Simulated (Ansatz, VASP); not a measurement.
**Li in VASP and in Ansatz**

File INCAR:

```
SYSTEM = Li
PREC = Accurate
ENCUT = 750
EDIFF = 1E-6
ISMEAR = 0
SIGMA = 0.1
LREAL = .False.
LASPH = .True.
NELM = 120
ALGO = Normal
ISIF = 2
LWAVE = .False.
LCHARG = .False.
GGA = PE
NBANDS = 8
GGA_COMPAT = .False.
```

Contents of KPOINTS:

```
regular mesh
0
Gamma
  18 18 18
  0 0 0
```

File POSCAR:

```
Li
1.0
   -1.7170491876      1.7170491876      1.7170491876
    1.7170491876     -1.7170491876      1.7170491876
    1.7170491876      1.7170491876     -1.7170491876
Li
1
Direct
    0.0000000000      0.0000000000      0.0000000000
```

Input for Ansatz:

```yaml
crystal:
  lattice:
    - [-1.7170491876, 1.7170491876, 1.7170491876]
    - [1.7170491876, -1.7170491876, 1.7170491876]
    - [1.7170491876, 1.7170491876, -1.7170491876]
  atoms:
    - { symbol: Li, position: [0.0, 0.0, 0.0] }
basis:
  ecutwfc: 420
kpoints:
  mp_grid: { grid: [18, 18, 18] }
  band_path:
    path:
      - [[0.0, 0.0, 0.0], [0.5, -0.5, 0.5], [0.0, 0.0, 0.5], [0.0, 0.0, 0.0], [0.25, 0.25, 0.25], [0.5, -0.5, 0.5]]
      - [[0.25, 0.25, 0.25], [0.0, 0.0, 0.5]]
    npoints: 10
hamiltonian:
  xc: pbe
  pseudopotentials: { kind: paw }
scf:
  occupations: { method: gaussian, width: 0.1 }
  n_extra_bands: 6
output:
  forces: true
  stress: true
  eigenvalues: true
  dos: { projected: false, de: 0.02, nscf_kmesh: { grid: [27, 27, 27] } }
  write_density: true
  write_potential: true
  elf: true
  volumetric_format: npy
```

Alike in both runs: task single point; functional PBE; k mesh 18 × 18 × 18; occupations gaussian, width 0.1 eV; no spin polarisation.

|  | VASP | Ansatz |
| --- | --- | --- |
| version | VASP 6.6.1 | Ansatz 0.2.0 |
| potentials or method | VASP PAW PBE potentials, release 64 (Li_sv), cutoff 750 eV | scalar-relativistic, plane waves, PAW |
| valence electrons in the cell | 3 | 3 |

VASP gave:

```
gap on the k mesh at the Fermi level (eV) : none
pressure (GPa)                            : -0.1
```

Question: Estimate Ansatz's values.

Answer: gap on the k mesh at the Fermi level (eV): none; pressure (GPa): 0.0.

A gap of «none» marks a metal or a gap that the smearing closes. With one functional, cell and mesh, what is left measures potentials, basis and numerics.
